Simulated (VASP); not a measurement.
A run of VASP 6.6.1:

File INCAR:

```
SYSTEM = SrCl2
PREC = Accurate
ENCUT = 600
EDIFF = 1E-6
ISMEAR = 0
SIGMA = 0.05
LREAL = .False.
LASPH = .True.
NELM = 100
ALGO = Normal
ISIF = 4
LWAVE = .False.
LCHARG = .False.
GGA = PS
IBRION = 2
NSW = 60
EDIFFG = -0.01
```

KPOINTS

```
regular mesh
0
Gamma
  8 8 8
  0 0 0
```

The input POSCAR:

```
SrCl2
1.0
    2.4086991391      1.3906630963      3.9362042441
   -2.4086991391      1.3906630963      3.9362042441
    0.0000000000     -2.7813261927      3.9362042441
Sr Cl
1 2
Direct
    0.0000000000      0.0000000000      0.0000000000
    0.2499365507      0.2499365507      0.2499365507
    0.7500634493      0.7500634493      0.7500634493
```

Potentials or basis: VASP PAW PBE potentials, release 64 (Sr_sv, Cl).

The run is started by

```sh
$ cat potpaw_PBE.64/Sr_sv/POTCAR potpaw_PBE.64/Cl/POTCAR > POTCAR
$ mpirun -np 1 vasp_std > vasp.out
```

Hardware: 1 thread of Intel Xeon 8259CL (shared host).

Q: Estimate the wall time of this run.

A: Run time: 3 min on 1 thread of Intel Xeon 8259CL, on a shared host, peak memory 0.3 GiB. Counts: scf iterations 14, k points 65, ion steps 1.
